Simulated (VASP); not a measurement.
Set up this calculation in VASP 6.6.1, as the native input.

| Property | Result |
| --- | --- |
| Task | electric field gradients |
| Functional | LDA |
| Potentials or basis | VASP PAW LDA potentials, release 64 (In_d) |
| Cutoff | 520 eV |
| k mesh | 12 × 12 × 14 |
| Occupations | fermi-dirac, width 0.05 eV |
| Spin | no spin polarisation |
| Dipole correction | no |
| Further INCAR settings | ALGO = Normal; EDIFF = 1e-08; NBANDS = 12; ISYM = 0 |

The structure of In lies in POSCAR:

```
In
1.0
   -1.6580433912      1.6580433912      2.5224711420
    1.6580433912     -1.6580433912      2.5224711420
    1.6580433912      1.6580433912     -2.5224711420
In
1
Direct
    0.0000000000      0.0000000000      0.0000000000
```

The input as run:

INCAR

```
SYSTEM = In
  PREC = Accurate
  ENCUT = 520
  EDIFF = 1E-8
  ISMEAR = -1
  SIGMA = 0.05
  LREAL = .FALSE.
  LASPH = .TRUE.
  NELM = 100
  ALGO = Normal
  ISIF = 2
  LWAVE = .FALSE.
  LCHARG = .FALSE.
  LEFG = .TRUE.
  ISYM = 0
  NBANDS = 12
```

KPOINTS

```
regular mesh
0
G
  12 12 14
  0 0 0
```

Potentials or basis: VASP PAW LDA potentials, release 64 (In_d).

Launch:

```bash
$ cat potpaw_LDA.64/In_d/POTCAR > POTCAR
$ mpirun -np 1 vasp_std > vasp.out
```

It gave:

```json
{"Pressure": "-4.4 GPa", "Band gap on the k mesh": "zero (an odd number of electrons rules out a gap without spin polarisation)", "Largest electric field gradient by atom": "In +17.2 V/Å²"}
```

Caveat: the cell stands under tension; without QUAD_EFG the Cq values of the log hold for a quadrupole moment of 1 mb, not for the nuclei; spin-orbit coupling is left out, which moves the levels of the heavy elements.

It took 3.4 min on 1 thread of Intel(R) Xeon(R) Platinum 8559C (Emerald Rapids) (shared host), peak memory 0.4 GiB.
